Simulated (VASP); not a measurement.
# HfS2 (P-3m1) in VASP: single point with PBE

Aim: the single point of HfS2 with PBE.

Program: VASP 6.6.1. These are calculated values, not measurements. Logs are shortened: lines on timing, memory, paths and dates and some standing lists are left out, and cuts for length are marked.

## 1. The cell of the first run

The structure is trigonal, space group P-3m1 (No. 164). The conventional cell has a = 3.630 Å, b = 3.630 Å, c = 5.878 Å, α = 90.00°, β = 90.00°, γ = 120.00°. Hf (site symmetry -3m) has 6 S at 2.54 Å within 3.4 Å. S (site symmetry 3m) has 3 Hf at 2.54 Å within 3.4 Å.

## 2. Single point, PBE, non-collinear spin, zero start, spin-orbit coupling

The input, INCAR:

```
PREC = Accurate
ENCUT = 500
EDIFF = 1E-6
ISMEAR = -1
SIGMA = 0.02
LREAL = False
LASPH = True
NELM = 200
ALGO = Normal
ISIF = 2
LWAVE = False
LCHARG = True
MAGMOM = 0 0 0 0 0 0 0 0 0
LORBIT = 11
LSORBIT = True
GGA_COMPAT = False
LORBMOM = True
LMAXMIX = 4
GGA = PE
LVHAR = True
NBANDS = 35
```

The input, KPOINTS:

```
Automatic mesh
0
Gamma
  12 12 4
```

The input, POSCAR:

```
HfS2
1.0
    3.6302959568      0.0000000000      0.0000000000
   -1.8151479784      3.1439285218      0.0000000000
    0.0000000000      0.0000000000      5.8783581437
Hf S
1 2
Direct
    0.0000000000      0.0000000000      0.0000000000
    0.3333333333      0.6666666667      0.2446279716
    0.6666666667      0.3333333333      0.7553720284
```

Potentials or basis: VASP PAW PBE potentials, release 64 (Hf_pv, S).

Launch:

```sh
$ cat potpaw_PBE.64/Hf_pv/POTCAR potpaw_PBE.64/S/POTCAR > POTCAR
$ mpirun -np 1 vasp_ncl > vasp.out
```

OUTCAR:

```text
PREC = Accurate
   ENCUT = 500
   EDIFF = 1E-6
   ISMEAR = -1
   LREAL = False
   LASPH = True
   NELM = 200
   ISIF = 2
   LORBIT = 11
   LSORBIT = True
   GGA = PE

 ion  position               nearest neighbor table
   1  0.000  0.000  0.000-   2 2.54   3 2.54   2 2.54   3 2.54   3 2.54   2 2.54
   2  0.333  0.667  0.245-   1 2.54   1 2.54   1 2.54
   3  0.667  0.333  0.755-   1 2.54   1 2.54   1 2.54

  LATTYP: Found a hexagonal cell.
 ALAT       =     3.6302959568
 C/A-ratio  =     1.6192503900

  Lattice vectors:

 A1 = (   3.6302959568,   0.0000000000,   0.0000000000)
 A2 = (  -1.8151479784,   3.1439285218,   0.0000000000)
 A3 = (   0.0000000000,   0.0000000000,   5.8783581437)

Analysis of symmetry for initial positions (statically):
=====================================================================
 Subroutine PRICEL returns:
 Original cell was already a primitive cell.

 Routine SETGRP: Setting up the symmetry group for a
 hexagonal supercell.

 Subroutine GETGRP returns: Found 12 space group operations
 (whereof 12 operations were pure point group operations)
 out of a pool of 24 trial point group operations.

The static configuration has the point symmetry D_3d.

Analysis of symmetry for dynamics (positions and initial velocities):
=====================================================================
 Subroutine PRICEL returns:
 Original cell was already a primitive cell.

 Routine SETGRP: Setting up the symmetry group for a
 hexagonal supercell.

 Subroutine GETGRP returns: Found 12 space group operations
 (whereof 12 operations were pure point group operations)
 out of a pool of 24 trial point group operations.

The dynamic configuration has the point symmetry D_3d.

Analysis of structural, dynamic, and magnetic symmetry:
=====================================================================
 Subroutine PRICEL returns:
 Original cell was already a primitive cell.

 Routine SETGRP: Setting up the symmetry group for a
 hexagonal supercell.

 Subroutine GETGRP returns: Found 12 space group operations
 (whereof 12 operations were pure point group operations)
 out of a pool of 24 trial point group operations.

The overall configuration has the point symmetry D_3d.

 Subroutine INISYM returns: Found 12 space group operations
 (whereof 12 operations are pure point group operations),
 and found     1 'primitive' translations

----------------------------------------------------------------------------------------

                                     Primitive cell

  volume of cell :      67.0920

  direct lattice vectors                    reciprocal lattice vectors
     3.630295957  0.000000000  0.000000000     0.275459635  0.159036695  0.000000000
    -1.815147978  3.143928522  0.000000000     0.000000000  0.318073389  0.000000000
     0.000000000  0.000000000  5.878358144     0.000000000  0.000000000  0.170115528

  length of vectors
     3.630295957  3.630295957  5.878358144     0.318073389  0.318073389  0.170115528

  position of ions in fractional coordinates (direct lattice)
     0.000000000  0.000000000  0.000000000
     0.333333333  0.666666667  0.244627972
     0.666666667  0.333333333  0.755372028

  ion indices of the primitive-cell ions
   primitive index   ion index
                 1           1
                 2           2
                 3           3

----------------------------------------------------------------------------------------

 KPOINTS: Automatic mesh

Automatic generation of k-mesh.
 Grid dimensions read from file:
 generate k-points for:   12   12    4

 Generating k-lattice:

  Cartesian coordinates                     Fractional coordinates (reciprocal lattice)
     0.022954970  0.013253058  0.000000000     0.083333333  0.000000000  0.000000000
     0.000000000  0.026506116  0.000000000     0.000000000  0.083333333  0.000000000
     0.000000000  0.000000000  0.042528882     0.000000000  0.000000000  0.250000000

  Length of vectors
     0.026506116  0.026506116  0.042528882

  Shift w.r.t. Gamma in fractional coordinates (k-lattice)
     0.000000000  0.000000000  0.000000000

 Subroutine IBZKPT returns following result:
 ===========================================

 Found     69 irreducible k-points:

 Following reciprocal coordinates:
            Coordinates               Weight
  0.000000  0.000000  0.000000      1.000000
  0.083333  0.000000  0.000000      6.000000
  0.166667  0.000000  0.000000      6.000000
  0.250000  0.000000  0.000000      6.000000
  0.333333  0.000000  0.000000      6.000000
  0.416667 -0.000000  0.000000      6.000000
[... 16 lines left out ...]
  0.166667  0.000000  0.250000      6.000000
  0.000000  0.166667  0.250000      6.000000
 [... further k-points ...]
   k-points           NKPTS =     69   k-points in BZ     NKDIM =     69   number of bands    NBANDS=     35
[... 29 lines left out ...]
   NUPDOWN=      -1.0000    fix difference up-down
   EMIN   =  10.00;   EMAX   =-10.00  energy-range for DOS
   EFERMI =   0.00;   METHOD = LEGACY
   ISMEAR =    -1;   SIGMA  =   0.02  broadening in eV -4-tet -1-fermi 0-gaus
   EFERMI_NEDOS =   21; number of points for ismear=-14 and -15
   IALGO  =     38    algorithm
   IMIX   =      4    mixing-type and parameters
     AMIX     =   0.40;   BMIX     =  1.00
     AMIX_MAG =   1.60;   BMIX_MAG =  1.00
  volume/ion in A,a.u.               =      22.36       150.92
  Fermi-wavevector in a.u.,A,eV,Ry     =   1.128909  2.133328 17.339738  1.274435
  Thomas-Fermi vector in A             =   2.265600
   LORBIT       =     11    0 simple, 1 ext, 2 COOP (PROOUT), +10 PAW based schemes
   GGA     = PE    functional components
   LHFCALC =     F    Hartree Fock is set to
   AEXX    =    0.0000 exact exchange contribution
   IVDW    =     0    specifies the selected vdW correction
   LEPSILON=     F    determine dielectric tensor
   LRPA    =     F    only Hartree local field effects (RPA)
  energy-cutoff  :      500.00
  volume of cell :       67.09
 maximum number of plane-waves:      3476
 NGX is ok and might be reduce to    28
   NGX = 13   NGY = 13   NGZ = 21

 number of electron      22.0000000 magnetization       0.0000000      0.0000000      0.0000000

 number of electron      22.0000000 magnetization      -0.0000000     -0.0000000      0.0000000

 number of electron      22.0000000 magnetization      -0.0000000     -0.0000000     -0.0000000

 number of electron      22.0000000 magnetization       0.0000000     -0.0000000      0.0000000

 Free energy of the ion-electron system (eV)
  ---------------------------------------------------
  ext. energy  EPLUGINS =         0.00000000
  ---------------------------------------------------
  free energy    TOTEN  =       -23.54492037 eV

  energy without entropy =      -23.54492037  energy(sigma->0) =      -23.54492037

 E-fermi :   3.7022     XC(G=0):  -9.6380

 val. band max:        3.3129615805   @ k =   0.0833   0.0000   0.0000
 cond. band min:       4.3389102014   @ k =   0.5000   0.0000   0.5000
 fundamental gap:      1.0259486210
 Fermi energy:         3.7021937004

 k-point     1 :       0.0000    0.0000    0.0000
  band No.  band energies     occupation
      1     -32.1831      1.00000
      2     -32.1831      1.00000
      3     -25.2526      1.00000
      4     -25.2526      1.00000
      5     -25.1526      1.00000
      6     -25.1526      1.00000
[... 877 lines left out ...]
     33      10.3277      0.00000
     34      10.3277      0.00000

 [... further k-points ...]

 [bands above 34 left out]

------------------------ aborting loop because EDIFF is reached ----------------------------------------

  FORCE on cell =-STRESS in cart. coord.  units (eV):
  Direction    XX          YY          ZZ          XY          YZ          ZX
  --------------------------------------------------------------------------------------
  -------------------------------------------------------------------------------------
  Total        0.4948039      0.4948039      0.9240637     -0.0000000      0.0000000      0.0000000
  in kB       11.8160667     11.8160667     22.0669224     -0.0000000      0.0000000      0.0000000
  external PRESSURE =      15.2330186 kB  Pullay stress =       0.0000000 kB

 VOLUME and BASIS-vectors are now :
 -----------------------------------------------------------------------------
  energy-cutoff  :      500.00
  volume of cell :       67.09
      direct lattice vectors                 reciprocal lattice vectors
     3.630295957  0.000000000  0.000000000     0.275459635  0.159036695  0.000000000
    -1.815147978  3.143928522  0.000000000     0.000000000  0.318073389  0.000000000
     0.000000000  0.000000000  5.878358144     0.000000000  0.000000000  0.170115528

 POSITION                                       TOTAL-FORCE (eV/Angst)
 -----------------------------------------------------------------------------------
      0.00000      0.00000      0.00000         0.000000      0.000000      0.000000
     -0.00000      2.09595      1.43801         0.000000     -0.000000      0.059483
      1.81515      1.04798      4.44035        -0.000000      0.000000     -0.059483
 -----------------------------------------------------------------------------------
    total drift:                               -0.000000      0.000000      0.000000

  FREE ENERGIE OF THE ION-ELECTRON SYSTEM (eV)
  ---------------------------------------------------
  free  energy   TOTEN  =       -23.5449203657 eV

  energy  without entropy=      -23.5449203657  energy(sigma->0) =      -23.54492037

 orbital moment (x)

 # of ion     p       d       tot
 ----------------------------------------
  1         0.000  -0.000  -0.000
  2        -0.000   0.000  -0.000
  3        -0.000   0.000  -0.000
 ----------------------------------------
           -0.000  -0.000  -0.000

 orbital moment (y)

 # of ion     p       d       tot
 ----------------------------------------
  1         0.000   0.000   0.000
  2        -0.000   0.000  -0.000
  3        -0.000   0.000  -0.000
 ----------------------------------------
           -0.000   0.000  -0.000

 orbital moment (z)

 # of ion     p       d       tot
 ----------------------------------------
  1         0.000   0.000   0.000
  2         0.000   0.000   0.000
  3         0.000   0.000   0.000
 ----------------------------------------
            0.000   0.000   0.000

 Spin-Orbit-Coupling matrix elements

 Ion:    1  E_soc:     -1.2870351
 l=   1
     0.0000000    -0.2082481    -0.2086270
    -0.2082481     0.0000000    -0.2082481
    -0.2086270    -0.2082481     0.0000000
 l=   2
     0.0000000    -0.0013405     0.0000000    -0.0013405    -0.0046203
    -0.0013405     0.0000000    -0.0034216    -0.0015687    -0.0013405
     0.0000000    -0.0034216     0.0000000    -0.0034216     0.0000000
    -0.0013405    -0.0015687    -0.0034216     0.0000000    -0.0013405
    -0.0046203    -0.0013405     0.0000000    -0.0013405     0.0000000
 l=   3
     0.0000000     0.0000000     0.0000000     0.0000000     0.0000000     0.0000000     0.0000000
     0.0000000     0.0000000     0.0000000     0.0000000     0.0000000     0.0000000     0.0000000
     0.0000000     0.0000000     0.0000000     0.0000000     0.0000000     0.0000000     0.0000000
     0.0000000     0.0000000     0.0000000     0.0000000     0.0000000     0.0000000     0.0000000
[... 29 lines left out ...]
 l=   2
     0.0000000     0.0000000     0.0000000     0.0000000     0.0000000
     0.0000000     0.0000000     0.0000000     0.0000000     0.0000000
     0.0000000     0.0000000     0.0000000     0.0000000     0.0000000
     0.0000000     0.0000000     0.0000000     0.0000000     0.0000000
     0.0000000     0.0000000     0.0000000     0.0000000     0.0000000
 l=   3
     0.0000000     0.0000000     0.0000000     0.0000000     0.0000000     0.0000000     0.0000000
     0.0000000     0.0000000     0.0000000     0.0000000     0.0000000     0.0000000     0.0000000
     0.0000000     0.0000000     0.0000000     0.0000000     0.0000000     0.0000000     0.0000000
     0.0000000     0.0000000     0.0000000     0.0000000     0.0000000     0.0000000     0.0000000
     0.0000000     0.0000000     0.0000000     0.0000000     0.0000000     0.0000000     0.0000000
     0.0000000     0.0000000     0.0000000     0.0000000     0.0000000     0.0000000     0.0000000
     0.0000000     0.0000000     0.0000000     0.0000000     0.0000000     0.0000000     0.0000000

 total charge

# of ion       s       p       d       tot
------------------------------------------
    1        0.311   6.579   1.445   8.335
    2        1.342   2.431   0.000   3.773
    3        1.342   2.431   0.000   3.773
--------------------------------------------------
tot          2.995  11.440   1.445  15.880

 magnetization (x)

# of ion       s       p       d       tot
------------------------------------------
    1        0.000   0.000   0.000   0.000
    2        0.000   0.000   0.000   0.000
    3        0.000   0.000   0.000   0.000
--------------------------------------------------
tot          0.000   0.000   0.000   0.000

 magnetization (y)

# of ion       s       p       d       tot
------------------------------------------
    1        0.000   0.000   0.000   0.000
    2       -0.000   0.000   0.000  -0.000
    3       -0.000   0.000   0.000  -0.000
--------------------------------------------------
tot         -0.000   0.000   0.000  -0.000

 magnetization (z)

# of ion       s       p       d       tot
------------------------------------------
    1        0.000   0.000  -0.000  -0.000
    2        0.000   0.000   0.000   0.000
    3        0.000   0.000   0.000   0.000
--------------------------------------------------
tot          0.000   0.000  -0.000  -0.000
```

Run time: 6.1 min. Hardware: 1 thread of Intel Xeon Platinum 8259CL at 2.50GHz (Skylake/Cascade Lake), shared host; peak memory 0.46 GiB.

What came out:

```
Free energy                                           : -23.5449 eV
Pressure                                              : 1.5 GPa
Largest force                                         : 0.059 eV/Å
Net moment                                            : 0.00 μB per cell
Valence electrons inside the program's atomic spheres : Hf 8.34; S 3.77
```

Forces on the atoms (eV/Å):
```
Hf   0.000  0.000  0.000
S    0.000  0.000  0.059
S    0.000  0.000 -0.059
```

Moments on the atoms (μB; x, y, z):
```
Hf  0.00 0.00 0.00
S   0.00 0.00 0.00
S   0.00 0.00 0.00
```

Caveat: this functional lacks dispersion, which binds the layers, so the pressure and a relaxed spacing across them are unreliable.
